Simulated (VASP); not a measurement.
# Ru in VASP: notebook

Ru is run at these levels: PBEsol; tasks: relaxation of cell and atoms, single point.

Everything below comes from runs of VASP 6.6.1. Logs are shortened: lines on timing, memory, paths and dates and some standing lists are left out, and cuts for length are marked.

### Step 1. The cell of the first run

It takes space group Fm-3m (No. 225, cubic). Conventional cell: a = 3.852 Å, b = 3.852 Å, c = 3.852 Å, α = 90.00°, β = 90.00°, γ = 90.00°. Ru (site symmetry m-3m) has 12 Ru at 2.72 Å within 3.6 Å.

### Step 2. Relaxation of cell and atoms, PBEsol

INCAR

```
SYSTEM = Ru
  PREC = Accurate
  ENCUT = 600
  EDIFF = 1E-6
  ISMEAR = 0
  SIGMA = 0.1
  LREAL = .False.
  LASPH = .True.
  NELM = 60
  ALGO = Normal
  ISIF = 3
  LWAVE = .False.
  LCHARG = .False.
  GGA = PS
  IBRION = 2
  NSW = 80
  EDIFFG = -0.05
```

KPOINTS

```
Automatic mesh
0
Gamma
  8 8 8
  0 0 0
```

POSCAR

```
Ru
1.0
    0.0000000000      1.9261309566      1.9261309566
    1.9261309566      0.0000000000      1.9261309566
    1.9261309566      1.9261309566      0.0000000000
Ru
1
Direct
    0.0000000000      0.0000000000      0.0000000000
```

Potentials or basis: VASP PAW PBE potentials, release 64 (Ru_pv).

Launch:

```
$ cat potpaw_PBE.64/Ru_pv/POTCAR > POTCAR
$ mpirun -np 1 vasp_std > vasp.out
```

OUTCAR:

```text
SYSTEM = Ru
   PREC = Accurate
   ENCUT = 600
   EDIFF = 1E-6
   ISMEAR = 0
   LREAL = .False.
   LASPH = .True.
   NELM = 60
   ISIF = 3
   GGA = PS
   IBRION = 2
   NSW = 80
   EDIFFG = -0.05

 ion  position               nearest neighbor table
   1  0.000  0.000  0.000-

  LATTYP: Found a face centered cubic cell.
 ALAT       =     3.8522619132

  Lattice vectors:

 A1 = (   0.0000000000,   1.9261309566,   1.9261309566)
 A2 = (   1.9261309566,   0.0000000000,   1.9261309566)
 A3 = (   1.9261309566,   1.9261309566,   0.0000000000)

Analysis of symmetry for initial positions (statically):
[... 5 lines left out ...]
 face centered cubic supercell.

 Subroutine GETGRP returns: Found 48 space group operations
 (whereof 48 operations were pure point group operations)
 out of a pool of 48 trial point group operations.

The static configuration has the point symmetry O_h .

Analysis of symmetry for dynamics (positions and initial velocities):
[... 5 lines left out ...]
 face centered cubic supercell.

 Subroutine GETGRP returns: Found 48 space group operations
 (whereof 48 operations were pure point group operations)
 out of a pool of 48 trial point group operations.

The dynamic configuration has the point symmetry O_h .

 Subroutine INISYM returns: Found 48 space group operations
 (whereof 48 operations are pure point group operations),
 and found     1 'primitive' translations

----------------------------------------------------------------------------------------

                                     Primitive cell

  volume of cell :      14.2918

  direct lattice vectors                    reciprocal lattice vectors
     0.000000000  1.926130957  1.926130957    -0.259587749  0.259587749  0.259587749
     1.926130957  0.000000000  1.926130957     0.259587749 -0.259587749  0.259587749
     1.926130957  1.926130957  0.000000000     0.259587749  0.259587749 -0.259587749

  length of vectors
     2.723960522  2.723960522  2.723960522     0.449619171  0.449619171  0.449619171

  position of ions in fractional coordinates (direct lattice)
     0.000000000  0.000000000  0.000000000

  ion indices of the primitive-cell ions
   primitive index   ion index
                 1           1

----------------------------------------------------------------------------------------

 KPOINTS: Automatic mesh

Automatic generation of k-mesh.
 Grid dimensions read from file:
 generate k-points for:    8    8    8

 Generating k-lattice:

  Cartesian coordinates                     Fractional coordinates (reciprocal lattice)
    -0.032448469  0.032448469  0.032448469     0.125000000  0.000000000  0.000000000
     0.032448469 -0.032448469  0.032448469     0.000000000  0.125000000  0.000000000
     0.032448469  0.032448469 -0.032448469     0.000000000  0.000000000  0.125000000

  Length of vectors
     0.056202396  0.056202396  0.056202396

  Shift w.r.t. Gamma in fractional coordinates (k-lattice)
     0.000000000  0.000000000  0.000000000

 Subroutine IBZKPT returns following result:
 ===========================================

 Found     29 irreducible k-points:

 Following reciprocal coordinates:
            Coordinates               Weight
  0.000000  0.000000  0.000000      1.000000
  0.125000  0.000000  0.000000      8.000000
  0.250000  0.000000  0.000000      8.000000
  0.375000  0.000000  0.000000      8.000000
  0.500000  0.000000  0.000000      4.000000
  0.125000  0.125000  0.000000      6.000000
[... 16 lines left out ...]
  0.500000  0.250000  0.125000     48.000000
 -0.375000  0.250000  0.125000     24.000000
 [... further k-points ...]
   k-points           NKPTS =     29   k-points in BZ     NKDIM =     29   number of bands    NBANDS=     11
   number of dos      NEDOS =    301   number of ions     NIONS =      1
   total plane-waves  NPLWV =  13824
   dimension x,y,z NGX =    24 NGY =   24 NGZ =   24
   dimension x,y,z NGXF=    48 NGYF=   48 NGZF=   48
   ions per type =               1
   NGX,Y,Z   is equivalent  to a cutoff of  14.65, 14.65, 14.65 a.u.
   NGXF,Y,Z  is equivalent  to a cutoff of  29.29, 29.29, 29.29 a.u.
 SYSTEM =  Ru
   PREC   = accura    normal or accurate (medium, high low for compatibility)
   ISTART =      0    job   : 0-new  1-cont  2-samecut
   ICHARG =      2    charge: 1-file 2-atom 10-const
   ISPIN  =      1    spin polarized calculation?
   LNONCOLLINEAR =      F non collinear calculations
   LSORBIT =      F    spin-orbit coupling
   LASPH  =      T    aspherical Exc in radial PAW
   ENCUT  =  600.0 eV  44.10 Ry    6.64 a.u.   5.44  5.44  5.44*2*pi/ulx,y,z
   NELM   =     60;   NELMIN=  2; NELMDL= -5     # of ELM steps
   EDIFF  = 0.1E-05   stopping-criterion for ELM
   LREAL  =      F    real-space projection
   EDIFFG = -.5E-01   stopping-criterion for IOM
   NSW    =     80    number of steps for IOM
   IBRION =      2    ionic relax: 0-MD 1-quasi-New 2-CG
   NFREE  =      1    steps in history (QN), initial steepest desc. (CG)
   ISIF   =      3    stress and relaxation
   ISYM   =      2    0-nonsym 1-usesym 2-fastsym
   POTIM  = 0.5000    time-step for ionic-motion
   TEBEG  =    0.0;   TEEND  =   0.0 temperature during run
   PSTRESS=    0.0 pullay stress
   NELECT =      14.0000    total number of electrons
   NUPDOWN=      -1.0000    fix difference up-down
   EMIN   =  10.00;   EMAX   =-10.00  energy-range for DOS
   EFERMI =   0.00;   METHOD = LEGACY
   ISMEAR =     0;   SIGMA  =   0.10  broadening in eV -4-tet -1-fermi 0-gaus
   EFERMI_NEDOS =   21; number of points for ismear=-14 and -15
   IALGO  =     38    algorithm
   IMIX   =      4    mixing-type and parameters
     AMIX     =   0.40;   BMIX     =  1.00
     AMIX_MAG =   1.60;   BMIX_MAG =  1.00
  volume/ion in A,a.u.               =      14.29        96.45
  Fermi-wavevector in a.u.,A,eV,Ry     =   1.625880  3.072467 35.966787  2.643484
  Thomas-Fermi vector in A             =   2.718930
   LORBIT       =      0    0 simple, 1 ext, 2 COOP (PROOUT), +10 PAW based schemes
   GGA     = PS    functional components
   LHFCALC =     F    Hartree Fock is set to
   AEXX    =    0.0000 exact exchange contribution
   IVDW    =     0    specifies the selected vdW correction
   LEPSILON=     F    determine dielectric tensor
   LRPA    =     F    only Hartree local field effects (RPA)
 conjugate gradient relaxation of ions
 non-spin polarized calculation
 Gauss-broadening in eV      SIGMA  =   0.10
  energy-cutoff  :      600.00
  volume of cell :       14.29
 maximum number of plane-waves:       531
 NGX is ok and might be reduce to    24
   NGX = 11   NGY = 11   NGZ = 11

--------------------------------------- Ionic step        1  -------------------------------------------

 number of electron      13.9999998 magnetization

 Free energy of the ion-electron system (eV)
  ---------------------------------------------------
  ext. energy  EPLUGINS =         0.00000000
  ---------------------------------------------------
  free energy    TOTEN  =       -10.03089222 eV

  energy without entropy =      -10.02665315  energy(sigma->0) =      -10.02877268

------------------------ aborting loop because EDIFF is reached ----------------------------------------

  FORCE on cell =-STRESS in cart. coord.  units (eV):
  Direction    XX          YY          ZZ          XY          YZ          ZX
  --------------------------------------------------------------------------------------
  -------------------------------------------------------------------------------------
  Total       -1.7922284     -1.7922284     -1.7922284     -0.0000000      0.0000000     -0.0000000
  in kB     -200.9169128   -200.9169128   -200.9169128     -0.0000000      0.0000000     -0.0000000
  external PRESSURE =    -200.9169128 kB  Pullay stress =       0.0000000 kB
[... 90 lines left out ...]
  energy  without entropy=      -10.0908718545  energy(sigma->0) =      -10.09271046

--------------------------------------- Ionic step        4  -------------------------------------------

 number of electron      14.0000002 magnetization

 Free energy of the ion-electron system (eV)
  ---------------------------------------------------
  ext. energy  EPLUGINS =         0.00000000
  ---------------------------------------------------
  free energy    TOTEN  =       -10.09495914 eV

  energy without entropy =      -10.09130701  energy(sigma->0) =      -10.09313308

 E-fermi :  12.7971     XC(G=0): -14.3793

 val. band max:       12.7188267835   @ k =  -0.3750   0.3750   0.1250
 cond. band min:      12.8043384236   @ k =   0.0000   0.0000   0.0000
 fundamental gap:      0.0855116401
 Fermi energy:        12.7970995769

 k-point     1 :       0.0000    0.0000    0.0000
  band No.  band energies     occupation
      1     -29.4418      2.00000
      2     -29.4418      2.00000
      3     -29.4418      2.00000
      4       4.8329      2.00000
      5      10.2700      2.00000
      6      10.2700      2.00000
      7      10.2700      2.00000
      8      12.8043      0.91846
      9      12.8043      0.91846
     10      23.3348      0.00000
     11      27.9190      0.00000
[... 309 lines left out ...]
 k-point    24 :      -0.3750    0.2500    0.1250
  band No.  band energies     occupation
      1     -30.4228      2.00000
      2     -29.8945      2.00000
      3     -29.6894      2.00000
      4       7.9781      2.00000
      5       8.8820      2.00000
      6      10.6853      2.00000
      7      11.4997      2.00000
      8      14.4736      0.00000
      9      19.3937      0.00000
     10      22.6794      0.00000
     11      23.3501      0.00000

 [... further k-points ...]
[... 5 lines left out ...]
  --------------------------------------------------------------------------------------
  -------------------------------------------------------------------------------------
  Total       -0.0371960     -0.0371960     -0.0371960      0.0000000      0.0000000      0.0000000
  in kB       -4.4624131     -4.4624131     -4.4624131      0.0000000      0.0000000      0.0000000
  external PRESSURE =      -4.4624131 kB  Pullay stress =       0.0000000 kB
[... 16 lines left out ...]
  FREE ENERGIE OF THE ION-ELECTRON SYSTEM (eV)
  ---------------------------------------------------
  free  energy   TOTEN  =       -10.0949591444 eV

  energy  without entropy=      -10.0913070139  energy(sigma->0) =      -10.09313308

 reached required accuracy - stopping structural energy minimisation
```

It took 8.3 s on 1 thread of Intel Xeon 6975P-C (Granite Rapids), shared host; peak memory 0.14 GiB.

What came out:

* Free energy: -10.0950 eV
* Relaxed volume: 13.35 Å³/atom
* Relaxed cell: a = 2.663 Å, b = 2.663 Å, c = 2.663 Å, α = 60.00°, β = 60.00°, γ = 60.00°
* Space group after relaxing (to 0.05 Å): Fm-3m (No. 225)
* Energy gained by relaxing: 64.1 meV/atom
* Ionic steps: 4
* Pressure after relaxing: -0.4 GPa
* Band gap on the k mesh: zero (band 7 reaches 15.27 eV, above the bottom of band 8 at 12.03 eV)

The path:
| step | energy change (eV) | largest force (eV/Å) | pressure (GPa) | volume (Å³) |
| --- | --- | --- | --- | --- |
| 1 | 0.0000 | 0.0000 | -20.09 | 14.29 |
| 2 | 0.6438 | 0.0000 | 112.76 | 10.90 |
| 3 | -0.0637 | 0.0000 | -1.97 | 13.41 |
| 4 | -0.0641 | 0.0000 | -0.45 | 13.35 |

Final structure:
```yaml
crystal:
  lattice:
    - [0.00000, 1.88308, 1.88308]
    - [1.88308, 0.00000, 1.88308]
    - [1.88308, 1.88308, 0.00000]
  atoms:
    - { symbol: Ru, position: [0.00000, 0.00000, 0.00000] }
```

Caveat: the PAW data sets were made with another functional, which shifts forces and pressure a little.

### Step 3. Single point, PBEsol

This run uses another cell than the first one, of 13.38 Å³/atom, 0.936 times its volume.

INCAR

```
SYSTEM = Ru
PREC = Accurate
ENCUT = 520
EDIFF = 1E-7
ISMEAR = 0
SIGMA = 0.1
LREAL = .False.
LASPH = .True.
NELM = 60
ALGO = Fast
ISIF = 2
LWAVE = .False.
LCHARG = .True.
GGA = PS
LELF = .True.
LVHAR = .True.
NBANDS = 13
```

KPOINTS

```
regular mesh
0
Gamma
  20 20 20
  0 0 0
```

POSCAR

```
Ru
1.0
    0.0000000000      1.8844165891      1.8844165891
    1.8844165891      0.0000000000      1.8844165891
    1.8844165891      1.8844165891      0.0000000000
Ru
1
Direct
    0.0000000000      0.0000000000      0.0000000000
```

Potentials or basis: VASP PAW PBE potentials, release 64 (Ru_pv).

Launch:

```
$ cat potpaw_PBE.64/Ru_pv/POTCAR > POTCAR
$ mpirun -np 1 vasp_std > vasp.out
```

OUTCAR:

```text
SYSTEM = Ru
   PREC = Accurate
   ENCUT = 520
   EDIFF = 1E-7
   ISMEAR = 0
   LREAL = .False.
   LASPH = .True.
   NELM = 60
   ISIF = 2
   GGA = PS

 ion  position               nearest neighbor table
   1  0.000  0.000  0.000-

  LATTYP: Found a face centered cubic cell.
 ALAT       =     3.7688331782

  Lattice vectors:

 A1 = (   0.0000000000,   1.8844165891,   1.8844165891)
 A2 = (   1.8844165891,   0.0000000000,   1.8844165891)
 A3 = (   1.8844165891,   1.8844165891,   0.0000000000)

Analysis of symmetry for initial positions (statically):
[... 5 lines left out ...]
 face centered cubic supercell.
[... 548 lines left out ...]
      6      10.3670      2.00000
      7      11.6489      2.00000
      8      13.7008      0.00000
      9      14.5313      0.00000
     10      23.2566      0.00000
     11      25.3622      0.00000
     12      28.7891      0.00000
     13      34.9726      0.00000

 [... further k-points ...]
[... 5 lines left out ...]
  --------------------------------------------------------------------------------------
  -------------------------------------------------------------------------------------
  Total       -0.0014762     -0.0014762     -0.0014762     -0.0000000     -0.0000000      0.0000000
  in kB       -0.1767184     -0.1767184     -0.1767184     -0.0000000     -0.0000000      0.0000000
  external PRESSURE =      -0.1767184 kB  Pullay stress =       0.0000000 kB

 VOLUME and BASIS-vectors are now :
 -----------------------------------------------------------------------------
  energy-cutoff  :      520.00
  volume of cell :       13.38
      direct lattice vectors                 reciprocal lattice vectors
     0.000000000  1.884416589  1.884416589    -0.265334111  0.265334111  0.265334111
     1.884416589  0.000000000  1.884416589     0.265334111 -0.265334111  0.265334111
     1.884416589  1.884416589  0.000000000     0.265334111  0.265334111 -0.265334111

 POSITION                                       TOTAL-FORCE (eV/Angst)
 -----------------------------------------------------------------------------------
      0.00000      0.00000      0.00000        -0.000000     -0.000000      0.000000
 -----------------------------------------------------------------------------------
    total drift:                                0.000000      0.000000      0.000000

  FREE ENERGIE OF THE ION-ELECTRON SYSTEM (eV)
  ---------------------------------------------------
  free  energy   TOTEN  =       -10.0517854420 eV

  energy  without entropy=      -10.0450151699  energy(sigma->0) =      -10.04840031
```

It took 17 s on 1 thread of Intel Xeon 6975P-C (Granite Rapids), shared host; peak memory 0.15 GiB.

What came out:

- Free energy: -10.0518 eV
- Pressure: 0.0 GPa
- Band gap on the k mesh: zero (band 7 reaches 15.21 eV, above the bottom of band 8 at 11.49 eV)

Caveat: the PAW data sets were made with another functional, which shifts forces and pressure a little.

(Continued in part 2 of 2.)
